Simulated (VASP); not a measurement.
# BN (R3m) in VASP: a series of runs

The runs below take BN through single point, with PBEsol.

All numbers are computed with VASP 6.6.1; they aren't measurements. Logs are shortened: lines on timing, memory, paths and dates and some standing lists are left out, and cuts for length are marked.

## (1) The cell of the first run

It takes space group R3m (No. 160, trigonal). Conventional cell: a = 2.460 Å, b = 2.460 Å, c = 9.947 Å, α = 90.00°, β = 90.00°, γ = 120.00°. B (site symmetry 3m) has 3 N at 1.42 Å within 1.9 Å. N (site symmetry 3m) has 3 B at 1.42 Å within 1.9 Å.

## (2) Single point, PBEsol

Contents of INCAR:

```
SYSTEM = BN
  PREC = Accurate
  ENCUT = 520
  EDIFF = 1E-6
  ISMEAR = 0
  SIGMA = 0.01
  LREAL = .FALSE.
  LASPH = .TRUE.
  NELM = 100
  ALGO = Normal
  ISIF = 2
  LWAVE = .FALSE.
  LCHARG = .FALSE.
  GGA = PS
  NBANDS = 11
```

Contents of KPOINTS:

```
Automatic mesh
0
G
  10 10 10
  0 0 0
```

Contents of POSCAR:

```
BN
1.0
    1.2299124450      0.7100896683      3.3157545809
   -1.2299124450      0.7100896683      3.3157545809
    0.0000000000     -1.4201803196      3.3157545809
B N
1 1
Direct
    0.9996710000      0.9996710000      0.9996710000
    0.3327620000      0.3327620000      0.3327620000
```

Potentials or basis: VASP PAW PBE potentials, release 64 (B, N).

Run with:

```bash
> cat potpaw_PBE.64/B/POTCAR potpaw_PBE.64/N/POTCAR > POTCAR
> mpirun -np 1 vasp_std > vasp.out
```

OUTCAR:

```text
SYSTEM = BN
   PREC = Accurate
   ENCUT = 520
   EDIFF = 1E-6
   ISMEAR = 0
   LREAL = .FALSE.
   LASPH = .TRUE.
   NELM = 100
   ISIF = 2
   GGA = PS

 ion  position               nearest neighbor table
   1  1.000  1.000  1.000-   2 1.42   2 1.42   2 1.42
   2  0.333  0.333  0.333-   1 1.42   1 1.42   1 1.42

  LATTYP: Found a trigonal (rhomboedric) cell.
 ALAT       =     3.6070958402
 COS(alpha) =     0.7674785490

  Lattice vectors:

 A1 = (   1.2299124450,   0.7100896683,   3.3157545809)
 A2 = (  -1.2299124450,   0.7100896683,   3.3157545809)
 A3 = (   0.0000000000,  -1.4201803196,   3.3157545809)

Analysis of symmetry for initial positions (statically):
=====================================================================
 Subroutine PRICEL returns:
 Original cell was already a primitive cell.

 Routine SETGRP: Setting up the symmetry group for a
 trigonal (rhombohedral) supercell.

 Subroutine GETGRP returns: Found  6 space group operations
 (whereof  6 operations were pure point group operations)
 out of a pool of 12 trial point group operations.

The static configuration has the point symmetry C_3v.

Analysis of symmetry for dynamics (positions and initial velocities):
=====================================================================
 Subroutine PRICEL returns:
 Original cell was already a primitive cell.

 Routine SETGRP: Setting up the symmetry group for a
 trigonal (rhombohedral) supercell.

 Subroutine GETGRP returns: Found  6 space group operations
 (whereof  6 operations were pure point group operations)
 out of a pool of 12 trial point group operations.

The dynamic configuration has the point symmetry C_3v.

 Subroutine INISYM returns: Found  6 space group operations
 (whereof  6 operations are pure point group operations),
 and found     1 'primitive' translations

----------------------------------------------------------------------------------------

                                     Primitive cell

  volume of cell :      17.3749

  direct lattice vectors                    reciprocal lattice vectors
     1.229912445  0.710089668  3.315754581     0.406533003  0.234712033  0.100530182
    -1.229912445  0.710089668  3.315754581    -0.406533003  0.234712033  0.100530182
     0.000000000 -1.420180320  3.315754581     0.000000000 -0.469424066  0.100530112

  length of vectors
     3.607095840  3.607095840  3.607095865     0.480067848  0.480067848  0.480067972

  position of ions in fractional coordinates (direct lattice)
     0.999671000  0.999671000  0.999671000
     0.332762000  0.332762000  0.332762000

  ion indices of the primitive-cell ions
   primitive index   ion index
                 1           1
                 2           2

----------------------------------------------------------------------------------------

 KPOINTS: Automatic mesh

Automatic generation of k-mesh.
 Grid dimensions read from file:
 generate k-points for:   10   10   10

 Generating k-lattice:

  Cartesian coordinates                     Fractional coordinates (reciprocal lattice)
     0.040653300  0.023471203  0.010053018     0.100000000  0.000000000 -0.000000000
    -0.040653300  0.023471203  0.010053018     0.000000000  0.100000000 -0.000000000
     0.000000000 -0.046942407  0.010053011     0.000000000  0.000000000  0.100000000

  Length of vectors
     0.048006785  0.048006785  0.048006797

  Shift w.r.t. Gamma in fractional coordinates (k-lattice)
     0.000000000  0.000000000  0.000000000

 Subroutine IBZKPT returns following result:
 ===========================================

 Found    116 irreducible k-points:

 Following reciprocal coordinates:
            Coordinates               Weight
  0.000000  0.000000  0.000000      1.000000
  0.100000 -0.000000  0.000000      6.000000
  0.200000 -0.000000  0.000000      6.000000
  0.300000  0.000000  0.000000      6.000000
  0.400000  0.000000 -0.000000      6.000000
  0.500000  0.000000  0.000000      3.000000
[... 16 lines left out ...]
  0.300000  0.300000 -0.000000      6.000000
  0.400000  0.300000 -0.000000     12.000000
 [... further k-points ...]
   k-points           NKPTS =    116   k-points in BZ     NKDIM =    116   number of bands    NBANDS=     11
   number of dos      NEDOS =    301   number of ions     NIONS =      2
   total plane-waves  NPLWV =  21952
   dimension x,y,z NGX =    28 NGY =   28 NGZ =   28
   dimension x,y,z NGXF=    56 NGYF=   56 NGZF=   56
   ions per type =               1   1
   NGX,Y,Z   is equivalent  to a cutoff of  12.90, 12.90, 12.90 a.u.
   NGXF,Y,Z  is equivalent  to a cutoff of  25.81, 25.81, 25.81 a.u.
 SYSTEM =  BN
   PREC   = accura    normal or accurate (medium, high low for compatibility)
   ISTART =      0    job   : 0-new  1-cont  2-samecut
   ICHARG =      2    charge: 1-file 2-atom 10-const
   ISPIN  =      1    spin polarized calculation?
   LNONCOLLINEAR =      F non collinear calculations
   LSORBIT =      F    spin-orbit coupling
   LASPH  =      T    aspherical Exc in radial PAW
   ENCUT  =  520.0 eV  38.22 Ry    6.18 a.u.   6.71  6.71  6.71*2*pi/ulx,y,z
   NELM   =    100;   NELMIN=  2; NELMDL= -5     # of ELM steps
   EDIFF  = 0.1E-05   stopping-criterion for ELM
   LREAL  =      F    real-space projection
   EDIFFG = 0.1E-04   stopping-criterion for IOM
   NSW    =      0    number of steps for IOM
   IBRION =     -1    ionic relax: 0-MD 1-quasi-New 2-CG
   NFREE  =      0    steps in history (QN), initial steepest desc. (CG)
   ISIF   =      2    stress and relaxation
   ISYM   =      2    0-nonsym 1-usesym 2-fastsym
   POTIM  = 0.5000    time-step for ionic-motion
   TEBEG  =    0.0;   TEEND  =   0.0 temperature during run
   PSTRESS=    0.0 pullay stress
   NELECT =       8.0000    total number of electrons
   NUPDOWN=      -1.0000    fix difference up-down
   EMIN   =  10.00;   EMAX   =-10.00  energy-range for DOS
   EFERMI =   0.00;   METHOD = LEGACY
   ISMEAR =     0;   SIGMA  =   0.01  broadening in eV -4-tet -1-fermi 0-gaus
   EFERMI_NEDOS =   21; number of points for ismear=-14 and -15
   IALGO  =     38    algorithm
   IMIX   =      4    mixing-type and parameters
     AMIX     =   0.40;   BMIX     =  1.00
     AMIX_MAG =   1.60;   BMIX_MAG =  1.00
  volume/ion in A,a.u.               =       8.69        58.63
  Fermi-wavevector in a.u.,A,eV,Ry     =   1.264148  2.388892 21.743048  1.598069
  Thomas-Fermi vector in A             =   2.397468
   LORBIT       =      0    0 simple, 1 ext, 2 COOP (PROOUT), +10 PAW based schemes
   GGA     = PS    functional components
   LHFCALC =     F    Hartree Fock is set to
   AEXX    =    0.0000 exact exchange contribution
   IVDW    =     0    specifies the selected vdW correction
   LEPSILON=     F    determine dielectric tensor
   LRPA    =     F    only Hartree local field effects (RPA)
 non-spin polarized calculation
 Gauss-broadening in eV      SIGMA  =   0.01
  energy-cutoff  :      520.00
  volume of cell :       17.37
 maximum number of plane-waves:       479
   NGX = 13   NGY = 13   NGZ = 13

 number of electron       8.0000000 magnetization

 Free energy of the ion-electron system (eV)
  ---------------------------------------------------
  ext. energy  EPLUGINS =         0.00000000
  ---------------------------------------------------
  free energy    TOTEN  =       -18.24054049 eV

  energy without entropy =      -18.24054049  energy(sigma->0) =      -18.24054049

 E-fermi :   2.5894     XC(G=0): -10.4292

 val. band max:        2.4476090726   @ k =  -0.3000   0.3000   0.0000
 cond. band min:       6.6368826766   @ k =   0.5000   0.5000   0.0000
 fundamental gap:      4.1892736041
 Fermi energy:         2.5894355930

 k-point     1 :       0.0000    0.0000    0.0000
  band No.  band energies     occupation
      1     -15.6542      2.00000
      2      -1.9940      2.00000
      3       1.2123      2.00000
      4       1.2123      2.00000
      5       7.4588      0.00000
      6      14.4842      0.00000
      7      14.4843      0.00000
      8      16.1625      0.00000
      9      18.1093      0.00000
     10      29.0014      0.00000
     11      31.0146      0.00000

 k-point     2 :       0.1000   -0.0000    0.0000
  band No.  band energies     occupation
      1     -15.4474      2.00000
      2      -1.7709      2.00000
      3       0.3914      2.00000
      4       0.8278      2.00000
      5       7.8637      0.00000
      6      14.3833      0.00000
      7      15.3755      0.00000
      8      15.4418      0.00000
      9      18.7389      0.00000
     10      28.3270      0.00000
     11      29.5803      0.00000

 k-point     3 :       0.2000   -0.0000    0.0000
  band No.  band energies     occupation
      1     -14.8426      2.00000
      2      -1.5719      2.00000
      3      -1.0993      2.00000
      4      -0.0340      2.00000
      5       8.9093      0.00000
      6      13.5753      0.00000
      7      14.2646      0.00000
      8      17.7112      0.00000
      9      20.0610      0.00000
     10      25.0361      0.00000
     11      27.6902      0.00000

 k-point     4 :       0.3000    0.0000    0.0000
  band No.  band energies     occupation
      1     -13.9053      2.00000
      2      -3.8480      2.00000
      3      -0.9082      2.00000
      4      -0.0755      2.00000
      5      10.0804      0.00000
      6      11.5744      0.00000
      7      14.2301      0.00000
      8      20.5934      0.00000
      9      20.8396      0.00000
     10      23.2665      0.00000
     11      25.9572      0.00000
[... 239 lines left out ...]
 k-point    22 :      -0.2000    0.2000    0.0000
  band No.  band energies     occupation
      1     -13.4049      2.00000
      2      -4.1582      2.00000
      3      -2.3334      2.00000
      4       0.7422      2.00000
      5      10.0892      0.00000
      6      11.0903      0.00000
      7      16.1322      0.00000
      8      18.2598      0.00000
      9      19.2924      0.00000
     10      24.5329      0.00000
     11      26.7134      0.00000

 k-point    23 :       0.3000    0.3000   -0.0000
  band No.  band energies     occupation
      1     -13.8463      2.00000
      2      -3.7721      2.00000
      3      -0.9519      2.00000
      4      -0.5856      2.00000
      5       9.9134      0.00000
      6      12.1713      0.00000
      7      14.3080      0.00000
      8      20.7650      0.00000
      9      21.4245      0.00000
     10      22.7377      0.00000
     11      28.7684      0.00000

 k-point    24 :       0.4000    0.3000   -0.0000
  band No.  band energies     occupation
      1     -13.1699      2.00000
      2      -4.7922      2.00000
      3      -1.8512      2.00000
      4       0.1154      2.00000
      5       8.8983      0.00000
      6      13.0983      0.00000
      7      15.0770      0.00000
      8      20.3162      0.00000
      9      21.0882      0.00000
     10      23.9559      0.00000
     11      27.6878      0.00000

 [... further k-points ...]

------------------------ aborting loop because EDIFF is reached ----------------------------------------

  FORCE on cell =-STRESS in cart. coord.  units (eV):
  Direction    XX          YY          ZZ          XY          YZ          ZX
  --------------------------------------------------------------------------------------
  -------------------------------------------------------------------------------------
  Total        2.3371274      2.3371255      0.0767317      0.0000000     -0.0000000      0.0000000
  in kB      215.5121422    215.5119690      7.0756186      0.0000000     -0.0000007      0.0000000
  external PRESSURE =     146.0332433 kB  Pullay stress =       0.0000000 kB

 VOLUME and BASIS-vectors are now :
 -----------------------------------------------------------------------------
  energy-cutoff  :      520.00
  volume of cell :       17.37
      direct lattice vectors                 reciprocal lattice vectors
     1.229912445  0.710089668  3.315754581     0.406533003  0.234712033  0.100530182
    -1.229912445  0.710089668  3.315754581    -0.406533003  0.234712033  0.100530182
     0.000000000 -1.420180320  3.315754581     0.000000000 -0.469424066  0.100530112

 POSITION                                       TOTAL-FORCE (eV/Angst)
 -----------------------------------------------------------------------------------
      0.00000     -0.00000      9.94399         0.000000     -0.000000      0.001280
      0.00000     -0.00000      3.31007         0.000000      0.000000     -0.001280
 -----------------------------------------------------------------------------------
    total drift:                                0.000000      0.000022      0.000011

  FREE ENERGIE OF THE ION-ELECTRON SYSTEM (eV)
  ---------------------------------------------------
  free  energy   TOTEN  =       -18.2405404930 eV

  energy  without entropy=      -18.2405404930  energy(sigma->0) =      -18.24054049
```

Wall time 23 s (1 thread of Intel Xeon Platinum 8488C (Sapphire Rapids), shared host); peak memory 0.16 GiB.

Results:

* Free energy: -18.2405 eV
* Pressure: 14.6 GPa
* Band gap on the k mesh: 4.19 eV (least direct gap 4.96 eV)

Stress tensor (GPa, compression positive):
```
21.55  0.00  0.00
 0.00 21.55  0.00
 0.00  0.00  0.71
```

Caveat: the cell stands under pressure; the PAW data sets were made with another functional, which shifts forces and pressure a little. A k mesh can miss the band edges.

## (3) Single point, PBEsol

This run uses another cell than the first one, of 8.96 Å³/atom.

Contents of INCAR:

```
SYSTEM = BN
ALGO = Normal
EDIFF = 1E-7
ENCUT = 520
GGA = PS
ISIF = 2
ISMEAR = 0
LASPH = .TRUE.
LCHARG = .TRUE.
LELF = .TRUE.
LREAL = .FALSE.
LVHAR = .TRUE.
LWAVE = .FALSE.
NBANDS = 11
NELM = 80
PREC = Accurate
SIGMA = 0.01
```

Contents of KPOINTS:

```
k-points
0
G
  10 10 10
  0 0 0
```

Contents of POSCAR:

```
BN
1.0
    1.2427249550      0.7174869680      3.3502961770
   -1.2427249550      0.7174869680      3.3502961770
    0.0000000000     -1.4349749293      3.3502961770
B N
1 1
Direct
    0.9996710000      0.9996710000      0.9996710000
    0.3327620000      0.3327620000      0.3327620000
```

Potentials or basis: VASP PAW PBE potentials, release 64 (B, N).

Run with:

```bash
> cat potpaw_PBE.64/B/POTCAR potpaw_PBE.64/N/POTCAR > POTCAR
> mpirun -np 1 vasp_std > vasp.out
```

Run time: 24 s. Hardware: 1 thread of Intel Xeon Platinum 8488C (Sapphire Rapids), shared host; peak memory 0.16 GiB.

It converged, with:

```
Free energy            : -18.2762 eV
Pressure               : 6.1 GPa
Band gap on the k mesh : 4.16 eV (least direct gap 4.88 eV)
```

Stress tensor (GPa, compression positive):
```
8.89 0.00 0.00
0.00 8.89 0.00
0.00 0.00 0.47
```

Levels at points of the mesh, in eV from the valence-band top:
| k point | band 1 | band 2 | band 3 | band 4 | band 5 | band 6 | band 7 | band 8 |
| --- | --- | --- | --- | --- | --- | --- | --- | --- |
| (0.00, 0.00, 0.00) | -17.90 | -4.32 | -1.27 | -1.27 | 4.97 | 11.77 | 11.77 | 13.33 |
| (0.50, 0.00, 0.00) | -14.62 | -9.06 | -4.13 | -0.65 | 5.23 | 10.03 | 12.96 | 14.95 |
| (0.50, 0.50, 0.00) | -14.54 | -8.93 | -4.19 | -1.25 | 4.16 | 10.02 | 14.18 | 17.56 |
| (0.50, 0.50, 0.50) | -17.62 | -6.38 | -1.29 | -1.29 | 10.08 | 11.70 | 11.70 | 12.56 |

Caveat: the cell stands under pressure; the PAW data sets were made with another functional, which shifts forces and pressure a little.

[end of part 1 of 2]
